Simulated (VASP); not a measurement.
Write the native input for VASP 6.6.1 that does the following.

| Item | Value |
| --- | --- |
| Task | single point |
| Functional | PBEsol |
| Potentials or basis | VASP PAW PBE potentials, release 64 (Pt) |
| Cutoff | 500 eV |
| k mesh | 11 × 11 × 11 |
| Occupations | gaussian, width 0.05 eV |
| Spin | no spin polarisation |
| Dipole correction | no |
| Further INCAR settings | ALGO = Normal; EDIFF = 1e-06; NBANDS = 11 |

The structure of Pt lies in POSCAR:

```
Pt
1.0
    0.0000000000      1.9581945636      1.9581945636
    1.9581945636      0.0000000000      1.9581945636
    1.9581945636      1.9581945636      0.0000000000
Pt
1
Direct
    0.0000000000      0.0000000000      0.0000000000
```

One way to write it, as run:

INCAR

```
SYSTEM = Pt
  PREC = Accurate
  ENCUT = 500
  EDIFF = 1E-6
  ISMEAR = 0
  SIGMA = 0.05
  LREAL = .False.
  LASPH = .True.
  NELM = 120
  ALGO = Normal
  ISIF = 2
  LWAVE = .False.
  LCHARG = .False.
  GGA = PS
  NBANDS = 11
  GGA_COMPAT = .False.
```

KPOINTS

```
Automatic mesh
0
Gamma
  11 11 11
  0 0 0
```

Potentials or basis: VASP PAW PBE potentials, release 64 (Pt).

Launch:

```console
$ cat potpaw_PBE.64/Pt/POTCAR > POTCAR
$ mpirun -np 1 vasp_std > vasp.out
```

It gave:

```json
{
 "Pressure": "-0.4 GPa",
 "Band gap on the k mesh": "zero (bands 5 and 6 overlap by 2.13 eV)"
}
```

Caveat: the PAW data sets were made with another functional, which shifts forces and pressure a little; spin-orbit coupling is left out, which moves the levels of the heavy elements.

Wall time 10 s on 1 thread of Intel(R) Xeon(R) Platinum 8259CL CPU @ 2.50GHz (Skylake/Cascade Lake), on a shared host, peak memory 0.13 GiB.
